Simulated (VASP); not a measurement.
# ZnS (P1) in VASP: relaxation of cell and atoms with PBE

Aim: the relaxation of cell and atoms of ZnS with PBE.

All numbers are computed with VASP 6.6.1; they aren't measurements. Logs are shortened: lines on timing, memory, paths and dates and some standing lists are left out, and cuts for length are marked.

### Step 1. The cell of the first run

The typed cell holds 4 atoms: a = 3.849 Å, b = 3.849 Å, c = 5.443 Å, α = 90.00°, β = 90.00°, γ = 90.00°.

### Step 2. Relaxation of cell and atoms, PBE

INCAR reads:

```
SYSTEM = ZnS
PREC = Accurate
ENCUT = 600
EDIFF = 1E-6
ISMEAR = 0
SIGMA = 0.05
LREAL = .False.
LASPH = .True.
NELM = 80
ALGO = Normal
ISIF = 3
LWAVE = .False.
LCHARG = .False.
GGA = PE
IBRION = 2
NSW = 100
EDIFFG = -0.01
```

KPOINTS reads:

```
Automatic mesh
0
Gamma
  6 6 4
  0 0 0
```

POSCAR reads:

```
ZnS
1.0
    0.0000000000     -2.7215639849     -2.7215639849
    0.0000000000      2.7215639849     -2.7215639849
    5.4431279698      0.0000000000      0.0000000000
Zn S
2 2
Direct
    0.4811920217      0.5008910060      0.5035481707
   -0.0188079783      0.0008910060      0.0035481707
   -0.0188079783      0.5008910060      0.2535481707
    0.5564239349     -0.0026730181      0.7393554878
```

Potentials or basis: VASP PAW PBE potentials, release 64 (Zn, S).

Started as:

```sh
$ cat potpaw_PBE.64/Zn/POTCAR potpaw_PBE.64/S/POTCAR > POTCAR
$ mpirun -np 1 vasp_std > vasp.out
```

OUTCAR:

```text
SYSTEM = ZnS
   PREC = Accurate
   ENCUT = 600
   EDIFF = 1E-6
   ISMEAR = 0
   LREAL = .False.
   LASPH = .True.
   NELM = 80
   ISIF = 3
   GGA = PE
   IBRION = 2
   NSW = 100
   EDIFFG = -0.01

 ion  position               nearest neighbor table
   1  0.481  0.501  0.504-   4 2.32   4 2.34   3 2.36   3 2.36
   2  0.981  0.001  0.004-   4 2.18   3 2.36   3 2.36   4 2.64
   3  0.981  0.501  0.254-   1 2.36   2 2.36   2 2.36   1 2.36
   4  0.556  0.997  0.739-   2 2.18   1 2.32   1 2.34   2 2.64

  LATTYP: Found a simple tetragonal cell.
 ALAT       =     3.8488726983
 C/A-ratio  =     1.4142135624

  Lattice vectors:

 A1 = (   0.0000000000,  -2.7215639849,  -2.7215639849)
 A2 = (   0.0000000000,   2.7215639849,  -2.7215639849)
 A3 = (   5.4431279698,   0.0000000000,   0.0000000000)

Analysis of symmetry for initial positions (statically):
=====================================================================
 Subroutine PRICEL returns:
 Original cell was already a primitive cell.

 Routine SETGRP: Setting up the symmetry group for a
 simple tetragonal supercell.

 Subroutine GETGRP returns: Found  1 space group operations
 (whereof  1 operations were pure point group operations)
 out of a pool of 16 trial point group operations.

The static configuration has the point symmetry C_1 .

Analysis of symmetry for dynamics (positions and initial velocities):
=====================================================================
 Subroutine PRICEL returns:
 Original cell was already a primitive cell.

 Routine SETGRP: Setting up the symmetry group for a
 simple tetragonal supercell.

 Subroutine GETGRP returns: Found  1 space group operations
 (whereof  1 operations were pure point group operations)
 out of a pool of 16 trial point group operations.

The dynamic configuration has the point symmetry C_1 .

 Subroutine INISYM returns: Found  1 space group operations
 (whereof  1 operations are pure point group operations),
 and found     1 'primitive' translations

----------------------------------------------------------------------------------------

                                     Primitive cell

  volume of cell :      80.6335

  direct lattice vectors                    reciprocal lattice vectors
     0.000000000 -2.721563985 -2.721563985     0.000000000 -0.183717893 -0.183717893
     0.000000000  2.721563985 -2.721563985     0.000000000  0.183717893 -0.183717893
     5.443127970  0.000000000  0.000000000     0.183717893  0.000000000  0.000000000

  length of vectors
     3.848872698  3.848872698  5.443127970     0.259816335  0.259816335  0.183717893

  position of ions in fractional coordinates (direct lattice)
     0.481192022  0.500891006  0.503548171
     0.981192022  0.000891006  0.003548171
     0.981192022  0.500891006  0.253548171
     0.556423935  0.997326982  0.739355488

  ion indices of the primitive-cell ions
   primitive index   ion index
                 1           1
                 2           2
                 3           3
                 4           4

----------------------------------------------------------------------------------------

 KPOINTS: Automatic mesh

Automatic generation of k-mesh.
 Grid dimensions read from file:
 generate k-points for:    6    6    4

 Generating k-lattice:

  Cartesian coordinates                     Fractional coordinates (reciprocal lattice)
     0.000000000 -0.030619649 -0.030619649     0.166666667  0.000000000  0.000000000
     0.000000000  0.030619649 -0.030619649     0.000000000  0.166666667  0.000000000
     0.045929473  0.000000000  0.000000000     0.000000000  0.000000000  0.250000000

  Length of vectors
     0.043302723  0.043302723  0.045929473

  Shift w.r.t. Gamma in fractional coordinates (k-lattice)
     0.000000000  0.000000000  0.000000000

 Subroutine IBZKPT returns following result:
 ===========================================

 Found     76 irreducible k-points:

 Following reciprocal coordinates:
            Coordinates               Weight
  0.000000  0.000000  0.000000      1.000000
  0.166667  0.000000  0.000000      2.000000
  0.000000  0.166667  0.000000      2.000000
  0.333333  0.000000  0.000000      2.000000
  0.000000  0.333333  0.000000      2.000000
  0.500000  0.000000  0.000000      1.000000
[... 16 lines left out ...]
  0.000000  0.166667  0.250000      2.000000
 -0.166667  0.000000  0.250000      2.000000
 [... further k-points ...]
   k-points           NKPTS =     76   k-points in BZ     NKDIM =     76   number of bands    NBANDS=     22
   number of dos      NEDOS =    301   number of ions     NIONS =      4
   total plane-waves  NPLWV =  49152
   dimension x,y,z NGX =    32 NGY =   32 NGZ =   48
   dimension x,y,z NGXF=    64 NGYF=   64 NGZF=   96
   ions per type =               2   2
   NGX,Y,Z   is equivalent  to a cutoff of  13.82, 13.82, 14.66 a.u.
   NGXF,Y,Z  is equivalent  to a cutoff of  27.64, 27.64, 29.32 a.u.
 SYSTEM =  ZnS
   PREC   = accura    normal or accurate (medium, high low for compatibility)
   ISTART =      0    job   : 0-new  1-cont  2-samecut
   ICHARG =      2    charge: 1-file 2-atom 10-const
   ISPIN  =      1    spin polarized calculation?
   LNONCOLLINEAR =      F non collinear calculations
   LSORBIT =      F    spin-orbit coupling
   LASPH  =      T    aspherical Exc in radial PAW
   ENCUT  =  600.0 eV  44.10 Ry    6.64 a.u.   7.69  7.69 10.87*2*pi/ulx,y,z
   NELM   =     80;   NELMIN=  2; NELMDL= -5     # of ELM steps
   EDIFF  = 0.1E-05   stopping-criterion for ELM
   LREAL  =      F    real-space projection
   EDIFFG = -.1E-01   stopping-criterion for IOM
   NSW    =    100    number of steps for IOM
   IBRION =      2    ionic relax: 0-MD 1-quasi-New 2-CG
   NFREE  =      1    steps in history (QN), initial steepest desc. (CG)
   ISIF   =      3    stress and relaxation
   ISYM   =      2    0-nonsym 1-usesym 2-fastsym
   POTIM  = 0.5000    time-step for ionic-motion
   TEBEG  =    0.0;   TEEND  =   0.0 temperature during run
   PSTRESS=    0.0 pullay stress
   NELECT =      36.0000    total number of electrons
   NUPDOWN=      -1.0000    fix difference up-down
   EMIN   =  10.00;   EMAX   =-10.00  energy-range for DOS
   EFERMI =   0.00;   METHOD = LEGACY
   ISMEAR =     0;   SIGMA  =   0.05  broadening in eV -4-tet -1-fermi 0-gaus
   EFERMI_NEDOS =   21; number of points for ismear=-14 and -15
   IALGO  =     38    algorithm
   IMIX   =      4    mixing-type and parameters
     AMIX     =   0.40;   BMIX     =  1.00
     AMIX_MAG =   1.60;   BMIX_MAG =  1.00
  volume/ion in A,a.u.               =      20.16       136.04
  Fermi-wavevector in a.u.,A,eV,Ry     =   1.251230  2.364482 21.300959  1.565576
  Thomas-Fermi vector in A             =   2.385187
   LORBIT       =      0    0 simple, 1 ext, 2 COOP (PROOUT), +10 PAW based schemes
   GGA     = PE    functional components
   LHFCALC =     F    Hartree Fock is set to
   AEXX    =    0.0000 exact exchange contribution
   IVDW    =     0    specifies the selected vdW correction
   LEPSILON=     F    determine dielectric tensor
   LRPA    =     F    only Hartree local field effects (RPA)
 conjugate gradient relaxation of ions
 non-spin polarized calculation
 Gauss-broadening in eV      SIGMA  =   0.05
  energy-cutoff  :      600.00
  volume of cell :       80.63
 maximum number of plane-waves:      2725
   NGX = 15   NGY = 15   NGZ = 21

--------------------------------------- Ionic step        1  -------------------------------------------

 number of electron      35.9999991 magnetization

 Free energy of the ion-electron system (eV)
  ---------------------------------------------------
  ext. energy  EPLUGINS =         0.00000000
  ---------------------------------------------------
  free energy    TOTEN  =       -13.43708525 eV

  energy without entropy =      -13.43708525  energy(sigma->0) =      -13.43708525

------------------------ aborting loop because EDIFF is reached ----------------------------------------

  FORCE on cell =-STRESS in cart. coord.  units (eV):
  Direction    XX          YY          ZZ          XY          YZ          ZX
  --------------------------------------------------------------------------------------
  -------------------------------------------------------------------------------------
  Total        1.0858422      0.4988261      0.5608741     -0.7947203      0.1642758     -0.9203578
  in kB       21.5755402      9.9116072     11.1444943    -15.7909867      3.2641376    -18.2873865
  external PRESSURE =      14.2105472 kB  Pullay stress =       0.0000000 kB
[... 95 lines left out ...]
  FREE ENERGIE OF THE ION-ELECTRON SYSTEM (eV)
  ---------------------------------------------------
  free  energy   TOTEN  =       -13.6009108409 eV

  energy  without entropy=      -13.6009108409  energy(sigma->0) =      -13.60091084

[... ionic steps 4 to 16 ...]

--------------------------------------- Ionic step       17  -------------------------------------------

 number of electron      35.9999972 magnetization

------------------------ aborting loop because EDIFF is reached ----------------------------------------

  FORCE on cell =-STRESS in cart. coord.  units (eV):
  Direction    XX          YY          ZZ          XY          YZ          ZX
  --------------------------------------------------------------------------------------
  -------------------------------------------------------------------------------------
  Total       -0.0247125     -0.0376797     -0.0362737      0.0058954     -0.0090731      0.0074155
  in kB       -0.4895253     -0.7463905     -0.7185403      0.1167815     -0.1797280      0.1468922
  external PRESSURE =      -0.6514853 kB  Pullay stress =       0.0000000 kB
[... 61 lines left out ...]
  energy  without entropy=      -13.7030088485  energy(sigma->0) =      -13.70300885

--------------------------------------- Ionic step       19  -------------------------------------------

 number of electron      35.9999973 magnetization

 Free energy of the ion-electron system (eV)
  ---------------------------------------------------
  ext. energy  EPLUGINS =         0.00000000
  ---------------------------------------------------
  free energy    TOTEN  =       -13.70301379 eV

  energy without entropy =      -13.70301379  energy(sigma->0) =      -13.70301379

 E-fermi :   2.1473     XC(G=0):  -9.5177

 val. band max:        1.8898917090   @ k =   0.0000   0.0000   0.0000
 cond. band min:       3.8980331844   @ k =   0.0000   0.0000   0.0000
 fundamental gap:      2.0081414754
 Fermi energy:         2.1472746431

 k-point     1 :       0.0000    0.0000    0.0000
  band No.  band energies     occupation
      1     -11.0888      2.00000
      2      -9.9071      2.00000
      3      -4.3665      2.00000
      4      -4.3611      2.00000
      5      -4.3600      2.00000
      6      -4.3599      2.00000
[... 574 lines left out ...]
      6      -4.3104      2.00000
[... 14 lines left out ...]
     21       7.0455      0.00000
     22       8.1859      0.00000

 [... further k-points ...]

------------------------ aborting loop because EDIFF is reached ----------------------------------------

  FORCE on cell =-STRESS in cart. coord.  units (eV):
  Direction    XX          YY          ZZ          XY          YZ          ZX
  --------------------------------------------------------------------------------------
  -------------------------------------------------------------------------------------
  Total        0.0054047     -0.0020424     -0.0012200      0.0122638      0.0110524      0.0121544
  in kB        0.1071516     -0.0404917     -0.0241879      0.2431368      0.2191198      0.2409680
  external PRESSURE =       0.0141574 kB  Pullay stress =       0.0000000 kB
[... 19 lines left out ...]
  FREE ENERGIE OF THE ION-ELECTRON SYSTEM (eV)
  ---------------------------------------------------
  free  energy   TOTEN  =       -13.7030137856 eV

  energy  without entropy=      -13.7030137856  energy(sigma->0) =      -13.70301379

 reached required accuracy - stopping structural energy minimisation
```

It took 29 min on 1 thread of Intel Xeon 8259CL, shared host; peak memory 0.33 GiB.

What came out:

* Free energy: -13.7030 eV
* Relaxed volume: 20.20 Å³/atom
* Relaxed cell: a = 3.853 Å, b = 3.853 Å, c = 5.444 Å, α = 90.00°, β = 89.97°, γ = 90.00°
* Space group after relaxing (to 0.1 Å): F-43m (No. 216)
* Energy gained by relaxing: 66.5 meV/atom
* Ionic steps: 19
* Pressure after relaxing: 0.0 GPa
* Largest force after relaxing: 0.010 eV/Å
* Band gap on the k mesh: 2.01 eV

Forces in eV/Å, atoms in the order of the input:
```
Zn   0.004 -0.001 -0.001
Zn   0.006  0.004  0.004
S    0.000 -0.004 -0.003
S   -0.009  0.001  0.000
```

The path:
```csv
step,energy change (eV),largest force (eV/Å),pressure (GPa),volume (Å³)
1,0.0000,1.7400,1.42,80.63
2,-0.1575,0.8927,-1.36,82.72
3,-0.1638,0.8031,-1.93,83.38
4,-0.2351,0.3600,-0.14,81.02
5,-0.2382,0.2932,0.32,80.47
6,-0.2543,0.1921,-0.01,80.82
7,-0.2568,0.2277,-0.15,81.04
8,-0.2617,0.1176,-0.07,80.90
9,-0.2622,0.0966,-0.02,80.83
10,-0.2636,0.0631,0.06,80.77
11,-0.2639,0.0754,0.10,80.71
12,-0.2648,0.0446,-0.07,80.90
13,-0.2649,0.0485,-0.12,80.97
14,-0.2655,0.0369,0.06,80.80
15,-0.2657,0.0319,0.13,80.72
16,-0.2658,0.0193,-0.13,80.98
17,-0.2659,0.0123,-0.07,80.88
18,-0.2659,0.0110,0.07,80.78
19,-0.2659,0.0095,0.00,80.81
```

Final structure:
```xyz
4
Lattice="0.0017 -2.7245 -2.7243 0.0000 2.7246 -2.7245 5.4436 -0.0003 -0.0004" Properties=species:S:1:pos:R:3 pbc="T T T"
Zn    2.7223    0.0014   -2.7230
Zn    5.4430   -0.0018   -0.0021
S     1.3626   -1.3611   -4.0857
S     4.0843    1.3609   -4.0880
```
